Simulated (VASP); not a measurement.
# Si3Ge (Pmm2) in VASP: single point with r2SCAN

Aim: the single point of Si3Ge with r2SCAN.

Everything below comes from runs of VASP 6.6.1. Logs are shortened: lines on timing, memory, paths and dates and some standing lists are left out, and cuts for length are marked.

## Step 1: The cell of the first run

The structure is orthorhombic, space group Pmm2 (No. 25). The conventional cell has a = 3.869 Å, b = 6.397 Å, c = 6.701 Å, α = 90.00°, β = 90.00°, γ = 90.00°. Within 3.1 Å of Si (site symmetry m) lie 4 Si at 2.35 to 2.38 Å. Si (site symmetry m) has 2 Si at 2.35 to 2.36 Å and 2 Ge at 2.39 Å within 3.1 Å. Within 3.1 Å of Si (site symmetry m) lie 3 Si at 2.36 to 2.37 Å and 1 Ge at 2.40 Å. Ge (site symmetry m) has 3 Si at 2.39 to 2.40 Å and 1 Ge at 2.46 Å within 3.2 Å.

## Step 2: Single point, r2SCAN

POSCAR reads:

```
Si3Ge
1.0
   -1.9342690930     -3.3502523446      0.0000000000
    0.0000000000      0.0000000000     -6.3970803142
    5.8029078122     -3.3503103874      0.0000000000
Si Ge
6 2
Direct
    0.0000000000      0.9360193237      0.6669806365
    0.0000000000      0.4347073377      0.3385679138
    0.5000000000      0.4356222316      0.8281245010
    0.0000000000      0.5639806763      0.6669806365
    0.0000000000      0.0652926623      0.3385679138
    0.5000000000      0.0643777684      0.8281245010
    0.5000000000      0.9419380249      0.1663269487
    0.5000000000      0.5580619751      0.1663269487
```

INCAR.step1 reads:

```
PREC = Accurate ; ENCUT = 520
ISMEAR = 0 ; SIGMA = 0.1
LREAL = F ; LASPH = T
NELM = 80 ; NBANDS = 36
GGA = PE ; ALGO = Normal
EDIFF = 1E-4 ; LWAVE = T
LCHARG = F
```

INCAR.step2 reads:

```
PREC = Accurate ; ENCUT = 520
EDIFF = 1E-6 ; ISMEAR = 0
SIGMA = 0.1 ; LREAL = F
LASPH = T ; NELM = 80
ALGO = Normal ; ISIF = 2
LWAVE = F ; LCHARG = F
METAGGA = R2SCAN ; LMIXTAU = T
NBANDS = 36 ; ISTART = 1
```

KPOINTS reads:

```
Automatic mesh
0
Gamma
  10 6 6
```

Potentials or basis: VASP PAW PBE potentials, release 64 (Si, Ge_d).

Launch:

```
cat potpaw_PBE.64/Si/POTCAR potpaw_PBE.64/Ge_d/POTCAR > POTCAR
cp INCAR.step1 INCAR
mpirun -np 1 vasp_std > vasp.out
cp INCAR.step2 INCAR
mpirun -np 1 vasp_std > vasp.out
```

OUTCAR:

```text
PREC = Accurate
   ENCUT = 520
   EDIFF = 1E-6
   ISMEAR = 0
   LREAL = F
   LASPH = T
   NELM = 80
   ISIF = 2
   METAGGA = R2SCAN
   ISTART = 1

 ion  position               nearest neighbor table
   1  0.000  0.936  0.667-   5 2.35   6 2.36   6 2.36   4 2.38
   2  0.000  0.435  0.339-   4 2.35   5 2.36   8 2.39   8 2.39
   3  0.500  0.436  0.828-   4 2.36   4 2.36   6 2.37   8 2.40
   4  0.000  0.564  0.667-   2 2.35   3 2.36   3 2.36   1 2.38
   5  0.000  0.065  0.339-   1 2.35   2 2.36   7 2.39   7 2.39
   6  0.500  0.064  0.828-   1 2.36   1 2.36   3 2.37   7 2.40
   7  0.500  0.942  0.166-   5 2.39   5 2.39   6 2.40   8 2.46
   8  0.500  0.558  0.166-   2 2.39   2 2.39   3 2.40   7 2.46

  LATTYP: Found a simple orthorhombic cell.
 ALAT       =     3.8685381860
 B/A-ratio  =     1.6536169495
 C/A-ratio  =     1.7320808152

  Lattice vectors:

 A1 = (  -1.9342690930,  -3.3502523446,   0.0000000000)
 A2 = (   0.0000000000,   0.0000000000,  -6.3970803142)
 A3 = (   5.8029078122,  -3.3503103874,   0.0000000000)

Analysis of symmetry for initial positions (statically):
=====================================================================
 Subroutine PRICEL returns:
 Original cell was already a primitive cell.

 Routine SETGRP: Setting up the symmetry group for a
 simple orthorhombic supercell.

 Subroutine GETGRP returns: Found  4 space group operations
 (whereof  2 operations were pure point group operations)
 out of a pool of  8 trial point group operations.

The static configuration has the point symmetry C_1h.
 The point group associated with its full space group is C_2v.

Analysis of symmetry for dynamics (positions and initial velocities):
=====================================================================
 Subroutine PRICEL returns:
 Original cell was already a primitive cell.

 Routine SETGRP: Setting up the symmetry group for a
 simple orthorhombic supercell.

 Subroutine GETGRP returns: Found  4 space group operations
 (whereof  2 operations were pure point group operations)
 out of a pool of  8 trial point group operations.

The dynamic configuration has the point symmetry C_1h.
 The point group associated with its full space group is C_2v.

 Subroutine INISYM returns: Found  4 space group operations
 (whereof  2 operations are pure point group operations),
 and found     1 'primitive' translations

----------------------------------------------------------------------------------------

                                     Primitive cell

  volume of cell :     165.8226

  direct lattice vectors                    reciprocal lattice vectors
    -1.934269093 -3.350252345  0.000000000    -0.129247787 -0.223863734  0.000000000
     0.000000000  0.000000000 -6.397080314     0.000000000  0.000000000 -0.156321314
     5.802907812 -3.350310387  0.000000000     0.129245548 -0.074619952  0.000000000

  length of vectors
     3.868538186  6.397080314  6.700620775     0.258495574  0.156321314  0.149239904

  position of ions in fractional coordinates (direct lattice)
     0.000000000  0.936019324  0.666980636
     0.000000000  0.434707338  0.338567914
     0.500000000  0.435622232  0.828124501
     0.000000000  0.563980676  0.666980636
     0.000000000  0.065292662  0.338567914
     0.500000000  0.064377768  0.828124501
     0.500000000  0.941938025  0.166326949
     0.500000000  0.558061975  0.166326949

  ion indices of the primitive-cell ions
   primitive index   ion index
                 1           1
                 2           2
                 3           3
                 4           4
                 5           5
                 6           6
                 7           7
                 8           8

----------------------------------------------------------------------------------------

 KPOINTS: Automatic mesh

Automatic generation of k-mesh.
 Grid dimensions read from file:
 generate k-points for:   10    6    6

 Generating k-lattice:

  Cartesian coordinates                     Fractional coordinates (reciprocal lattice)
    -0.012924779 -0.022386373  0.000000000     0.100000000  0.000000000  0.000000000
     0.000000000  0.000000000 -0.026053552     0.000000000  0.166666667  0.000000000
     0.021540925 -0.012436659  0.000000000     0.000000000  0.000000000  0.166666667

  Length of vectors
     0.025849557  0.026053552  0.024873317

  Shift w.r.t. Gamma in fractional coordinates (k-lattice)
     0.000000000  0.000000000  0.000000000

 Subroutine IBZKPT returns following result:
 ===========================================

 Found     96 irreducible k-points:

 Following reciprocal coordinates:
            Coordinates               Weight
  0.000000  0.000000  0.000000      1.000000
  0.100000  0.000000  0.000000      2.000000
  0.200000  0.000000  0.000000      2.000000
  0.300000  0.000000 -0.000000      2.000000
  0.400000  0.000000 -0.000000      2.000000
  0.500000  0.000000  0.000000      1.000000
[... 16 lines left out ...]
  0.400000  0.500000 -0.000000      2.000000
  0.500000  0.500000  0.000000      1.000000
 [... further k-points ...]
   k-points           NKPTS =     96   k-points in BZ     NKDIM =     96   number of bands    NBANDS=     36
   number of dos      NEDOS =    301   number of ions     NIONS =      8
   total plane-waves  NPLWV =  72000
   dimension x,y,z NGX =    30 NGY =   48 NGZ =   50
   dimension x,y,z NGXF=    60 NGYF=   96 NGZF=  100
   ions per type =               6   2
   NGX,Y,Z   is equivalent  to a cutoff of  12.89, 12.47, 12.41 a.u.
   NGXF,Y,Z  is equivalent  to a cutoff of  25.78, 24.95, 24.81 a.u.
 SYSTEM =  unknown system
   PREC   = accura    normal or accurate (medium, high low for compatibility)
   ISTART =      1    job   : 0-new  1-cont  2-samecut
   ICHARG =      0    charge: 1-file 2-atom 10-const
   ISPIN  =      1    spin polarized calculation?
   LNONCOLLINEAR =      F non collinear calculations
   LSORBIT =      F    spin-orbit coupling
   LASPH  =      T    aspherical Exc in radial PAW
   ENCUT  =  520.0 eV  38.22 Ry    6.18 a.u.   7.19 11.89 12.46*2*pi/ulx,y,z
   NELM   =     80;   NELMIN=  2; NELMDL=  0     # of ELM steps
   EDIFF  = 0.1E-05   stopping-criterion for ELM
   LREAL  =      F    real-space projection
   EDIFFG = 0.1E-04   stopping-criterion for IOM
   NSW    =      0    number of steps for IOM
   IBRION =     -1    ionic relax: 0-MD 1-quasi-New 2-CG
   NFREE  =      0    steps in history (QN), initial steepest desc. (CG)
   ISIF   =      2    stress and relaxation
   ISYM   =      2    0-nonsym 1-usesym 2-fastsym
   POTIM  = 0.5000    time-step for ionic-motion
   TEBEG  =    0.0;   TEEND  =   0.0 temperature during run
   PSTRESS=    0.0 pullay stress
   NELECT =      52.0000    total number of electrons
   NUPDOWN=      -1.0000    fix difference up-down
   EMIN   =  10.00;   EMAX   =-10.00  energy-range for DOS
   EFERMI =   0.00;   METHOD = LEGACY
   ISMEAR =     0;   SIGMA  =   0.10  broadening in eV -4-tet -1-fermi 0-gaus
   EFERMI_NEDOS =   21; number of points for ismear=-14 and -15
   IALGO  =     38    algorithm
   IMIX   =      4    mixing-type and parameters
     AMIX     =   0.40;   BMIX     =  1.00
     AMIX_MAG =   1.60;   BMIX_MAG =  1.00
  volume/ion in A,a.u.               =      20.73       139.88
  Fermi-wavevector in a.u.,A,eV,Ry     =   1.112230  2.101810 16.831170  1.237056
  Thomas-Fermi vector in A             =   2.248802
   LORBIT       =      0    0 simple, 1 ext, 2 COOP (PROOUT), +10 PAW based schemes
   METAGGA = R2SCAN    functional components
   LHFCALC =     F    Hartree Fock is set to
   AEXX    =    0.0000 exact exchange contribution
   IVDW    =     0    specifies the selected vdW correction
   LEPSILON=     F    determine dielectric tensor
   LRPA    =     F    only Hartree local field effects (RPA)
 non-spin polarized calculation
 Gauss-broadening in eV      SIGMA  =   0.10
  energy-cutoff  :      520.00
  volume of cell :      165.82
 maximum number of plane-waves:      4494
 NGX is ok and might be reduce to    30
   NGX = 15   NGY = 23   NGZ = 25

 number of electron      52.0000027 magnetization

 Free energy of the ion-electron system (eV)
  ---------------------------------------------------
  ext. energy  EPLUGINS =         0.00000000
  ---------------------------------------------------
  free energy    TOTEN  =       -80.22799074 eV

  energy without entropy =      -80.22798520  energy(sigma->0) =      -80.22798797

 E-fermi :   5.9320     XC(G=0): -10.1076

 val. band max:        5.7258321823   @ k =   0.0000   0.0000   0.0000
 cond. band min:       6.1341882325   @ k =   0.5000   0.0000   0.5000
 fundamental gap:      0.4083560502
 Fermi energy:         5.9320328040

 k-point     1 :       0.0000    0.0000    0.0000
  band No.  band energies     occupation
      1     -19.5808      2.00000
      2     -19.4912      2.00000
      3     -19.4874      2.00000
      4     -19.4403      2.00000
      5     -19.4374      2.00000
      6     -19.4356      2.00000
[... 28 lines left out ...]
     35       9.1275      0.00000
     36      10.2108      0.00000

 k-point     2 :       0.1000    0.0000    0.0000
  band No.  band energies     occupation
      1     -19.5806      2.00000
      2     -19.4911      2.00000
      3     -19.4878      2.00000
      4     -19.4396      2.00000
      5     -19.4368      2.00000
      6     -19.4359      2.00000
[... 28 lines left out ...]
     35      10.1144      0.00000
     36      10.2015      0.00000
[... 817 lines left out ...]
     35      10.2139      0.00000
     36      10.4820      0.00000

 k-point    24 :       0.5000    0.5000    0.0000
  band No.  band energies     occupation
      1     -19.5751      2.00000
      2     -19.4905      2.00000
      3     -19.4886      2.00000
      4     -19.4395      2.00000
      5     -19.4373      2.00000
      6     -19.4314      2.00000
[... 28 lines left out ...]
     35      10.4931      0.00000
     36      10.5455      0.00000

 [... further k-points ...]

------------------------ aborting loop because EDIFF is reached ----------------------------------------

  FORCE on cell =-STRESS in cart. coord.  units (eV):
  Direction    XX          YY          ZZ          XY          YZ          ZX
  --------------------------------------------------------------------------------------
  -------------------------------------------------------------------------------------
  Total       -0.1595133     -0.1529699     -0.1679644      0.0056668      0.0000000      0.0000000
  in kB       -1.5412173     -1.4779947     -1.6228717      0.0547524      0.0000000      0.0000000
  external PRESSURE =      -1.5473612 kB  Pullay stress =       0.0000000 kB

 VOLUME and BASIS-vectors are now :
 -----------------------------------------------------------------------------
  energy-cutoff  :      520.00
  volume of cell :      165.82
      direct lattice vectors                 reciprocal lattice vectors
    -1.934269093 -3.350252345  0.000000000    -0.129247787 -0.223863734  0.000000000
     0.000000000  0.000000000 -6.397080314     0.000000000  0.000000000 -0.156321314
     5.802907812 -3.350310387  0.000000000     0.129245548 -0.074619952  0.000000000

 POSITION                                       TOTAL-FORCE (eV/Angst)
 -----------------------------------------------------------------------------------
      3.87043     -2.23459     -5.98779         0.000748     -0.000432      0.002974
      1.96468     -1.13431     -2.78086         0.012147     -0.007013      0.005926
      3.83840     -4.44960     -2.78671        -0.016197      0.009351      0.004365
      3.87043     -2.23459     -3.60783         0.000748     -0.000432     -0.002974
      1.96468     -1.13431     -0.41768         0.012147     -0.007013     -0.005926
      3.83840     -4.44960     -0.41183        -0.016197      0.009351     -0.004365
     -0.00195     -2.23237     -6.02565         0.003302     -0.001906     -0.019642
     -0.00195     -2.23237     -3.56997         0.003302     -0.001906      0.019642
 -----------------------------------------------------------------------------------
    total drift:                                0.009058     -0.005230     -0.000000

  FREE ENERGIE OF THE ION-ELECTRON SYSTEM (eV)
  ---------------------------------------------------
  free  energy   TOTEN  =       -80.2279907442 eV

  energy  without entropy=      -80.2279851967  energy(sigma->0) =      -80.22798797
```

Wall time 35 min (1 thread of Oxide Virtual Turin-like, shared host); peak memory 0.55 GiB.

What came out:

- Free energy: -80.2280 eV
- Pressure: -0.2 GPa
- Largest force: 0.020 eV/Å
- Band gap on the k mesh: 0.41 eV (least direct gap 0.59 eV)

Forces on the atoms (eV/Å):
```
Si   0.001  0.000  0.003
Si   0.012 -0.007  0.006
Si  -0.016  0.009  0.004
Si   0.001  0.000 -0.003
Si   0.012 -0.007 -0.006
Si  -0.016  0.009 -0.004
Ge   0.003 -0.002 -0.020
Ge   0.003 -0.002  0.020
```

Caveat: the PAW data sets were made with another functional, which shifts forces and pressure a little. A k mesh can miss the band edges.
